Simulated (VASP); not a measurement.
Input of a VASP 6.6.1 run:

File INCAR:

```
PREC = Accurate ; ENCUT = 600
EDIFF = 1E-6 ; ISMEAR = 0
SIGMA = 0.01 ; LREAL = False
LASPH = True ; NELM = 120
ALGO = Normal ; ISIF = 2
LWAVE = False ; LCHARG = True
GGA = PE ; LELF = True
LVHAR = True ; NBANDS = 15
GGA_COMPAT = False
```

File KPOINTS:

```
regular mesh
0
Gamma
  4 4 4
```

Contents of POSCAR:

```
KF
1.0
    0.0000000000      2.5763114700      2.5763114700
    2.5763114700      0.0000000000      2.5763114700
    2.5763114700      2.5763114700      0.0000000000
K F
1 1
Direct
    0.0000000000      0.0000000000      0.0000000000
    0.5000000000      0.5000000000      0.5000000000
```

Potentials or basis: VASP PAW PBE potentials, release 64 (K_sv, F).

Run with:

```bash
$ cat potpaw_PBE.64/K_sv/POTCAR potpaw_PBE.64/F/POTCAR > POTCAR
$ mpirun -np 1 vasp_std > vasp.out
```

Question: Estimate the pressure.

Answer: 6.5 GPa.

Question: What does it give for the band gap on the k mesh?

Answer: 6.78 eV.

Caveat: the k points lie up to 0.53 Å⁻¹ apart.
